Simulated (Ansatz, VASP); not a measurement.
## CaO: VASP beside Ansatz

The input INCAR:

```
SYSTEM = CaO
PREC = Accurate
ENCUT = 600
EDIFF = 1E-6
ISMEAR = 0
SIGMA = 0.01
LREAL = .FALSE.
LASPH = .TRUE.
NELM = 120
ALGO = Normal
ISIF = 2
LWAVE = .FALSE.
LCHARG = .TRUE.
GGA = CA
LELF = .TRUE.
LVHAR = .TRUE.
NBANDS = 15
GGA_COMPAT = .FALSE.
```

KPOINTS

```
regular mesh
0
G
  12 12 12
  0 0 0
```

The input POSCAR:

```
CaO
1.0
    0.0000000000      2.3975501188      2.3975501188
    2.3975501188      0.0000000000      2.3975501188
    2.3975501188      2.3975501188      0.0000000000
Ca O
1 1
Direct
    0.0000000000      0.0000000000      0.0000000000
    0.5000000000      0.5000000000      0.5000000000
```

Input for Ansatz:

```yaml
crystal:
  lattice:
    - [0.0, 2.3975501188, 2.3975501188]
    - [2.3975501188, 0.0, 2.3975501188]
    - [2.3975501188, 2.3975501188, 0.0]
  atoms:
    - { symbol: Ca, position: [0.0, 0.0, 0.0] }
    - { symbol: O, position: [0.5, 0.5, 0.5] }
kpoints:
  mp_grid: { grid: [12, 12, 12] }
hamiltonian:
  xc: lda
scf:
  occupations: { method: fixed }
output:
  optics:
    e_range: [0.5, 15]
    de: 0.05
    sigma: 0.15
    scissors: 0
    scheme: fermi_dirac
    bands: auto
  write_density: true
  write_potential: true
  elf: true
  volumetric_format: npy
```

Alike in both runs: task single point; functional LDA; k mesh 12 × 12 × 12; no spin polarisation.

|  | VASP | Ansatz |
| --- | --- | --- |
| version | VASP 6.6.1 | Ansatz 0.2.0 |
| potentials or method | VASP PAW LDA potentials, release 64 (Ca_sv, O) | plane waves, PAW |
| plane-wave cutoff (eV) | 600 | 420 |
| occupations | gaussian, width 0.01 eV | fixed |
| valence electrons in the cell | 16 | 16 |

Ansatz gave:

* gap on the k mesh at the Fermi level (eV): 3.48

Task: Estimate VASP's values.

Result: gap on the k mesh at the Fermi level (eV): 3.46.

LDA's correlation is that of Perdew and Zunger in VASP and of Perdew and Wang (1992) in Ansatz.
